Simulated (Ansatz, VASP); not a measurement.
**CoO in VASP and in Ansatz**

```
Co O
1.0
     2.57053    0.00000    0.00000
     0.00000    2.57053    0.00000
     0.00000    0.00000    2.57053
Co O
1 1
Direct
  0.00000 0.00000 0.00000
  0.50000 0.50000 0.50000
```

Alike in both runs: task single point; functional PBE; k mesh 7 × 7 × 7; occupations gaussian, width 0.05 eV; collinear spin; Hubbard terms Co d U = 4.0 eV, J = 0.7 eV.

|  | VASP | Ansatz |
| --- | --- | --- |
| version | VASP 6.6.1 | Ansatz 0.2.0 |
| potentials or method | VASP PAW PBE potentials, release 64 (Co_sv, O), cutoff 700 eV | scalar-relativistic, plane waves, PAW |
| valence electrons in the cell | 23 | 23 |

```tsv
	VASP	Ansatz	Ansatz less VASP
gap on the k mesh at the Fermi level (eV)	1.73	1.64	-0.084
least direct gap on the mesh (eV)	2.44	2.30	-0.138
pressure (GPa)	20.1	24.3	+4.15
net moment per atom (μB)	1.50	1.50	0.000
size of the moment on the site where the two differ most (μB)	2.62	2.59	-0.033
```

Site moments also hang on the region over which each program counts them. The programs project onto different local orbitals, so the same U acts differently, and such runs can settle in different states.
